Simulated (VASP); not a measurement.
Wanted: the native input for a VASP 6.6.1 run.

* Task: single point
* Functional: PBE
* Potentials or basis: VASP PAW PBE potentials, release 64 (Tl_d, Cl)
* Cutoff: 520 eV
* k mesh: 2 × 2 × 2
* Occupations: methfessel-paxton, width 0.15 eV
* Spin: no spin polarisation
* Dipole correction: no
* Further INCAR settings: LREAL = Auto; ALGO = Normal; EDIFF = 1e-06; NBANDS = 90

The structure of Tl8Cl7 (a cell with a defect) lies in POSCAR:

```
Tl8Cl7
1.0
    7.7454060000      0.0000000000      0.0000000000
    0.0000000000      7.7454060000      0.0000000000
    0.0000000000      0.0000000000      7.7454060000
Tl Cl
8 7
Direct
   -0.0016378741      0.0032299146     -0.0034700570
   -0.0041221855      0.0033174504      0.5037957984
   -0.0058850369      0.4956693038     -0.0019548362
   -0.0039343322      0.4957746566      0.5060544276
    0.5057533459      0.0011830238     -0.0015260659
    0.5030030705      0.0018298589      0.5060901908
    0.5019099063      0.4936567560     -0.0042128198
    0.5039983701      0.4941557615      0.5041011407
    0.2502466623      0.2511315740      0.2511860579
    0.2506166881      0.2487965124      0.7512061989
    0.7506268877      0.7487666883      0.2512938637
    0.2498588195      0.7486781196      0.7513723619
    0.7501254292      0.2483664510      0.2512857299
    0.7503704777      0.2488809496      0.7512910233
    0.7502852659      0.7491418784      0.7509920074
```

One way to write it, as run:

INCAR

```
SYSTEM = Tl8Cl7
ALGO = Normal
EDIFF = 1E-6
ENCUT = 520
GGA = PE
ISIF = 2
ISMEAR = 1
LASPH = .TRUE.
LCHARG = .TRUE.
LELF = .TRUE.
LREAL = Auto
LVHAR = .TRUE.
LWAVE = .FALSE.
NBANDS = 90
NELM = 100
PREC = Accurate
SIGMA = 0.15
```

KPOINTS

```
k-points
0
G
  2 2 2
  0 0 0
```

Potentials or basis: VASP PAW PBE potentials, release 64 (Tl_d, Cl).

Launch:

```bash
$ cat potpaw_PBE.64/Tl_d/POTCAR potpaw_PBE.64/Cl/POTCAR > POTCAR
$ mpirun -np 1 vasp_std > vasp.out
```

It gave:

The pressure is 0.2 GPa and the largest force is 0.007 eV/Å. The band gap on the k mesh is zero (an odd number of electrons rules out a gap without spin polarisation).

Caveat: the k points lie up to 0.41 Å⁻¹ apart, too coarse for converged energies and pressures of a metal; spin-orbit coupling is left out, which moves the levels of the heavy elements; an odd number of electrons without spin polarisation forces a metal; a magnetic or distorted state may lie lower.

It took 7.2 min on 1 thread of Intel(R) Xeon(R) Platinum 8488C (Sapphire Rapids) (shared host), peak memory 0.57 GiB.
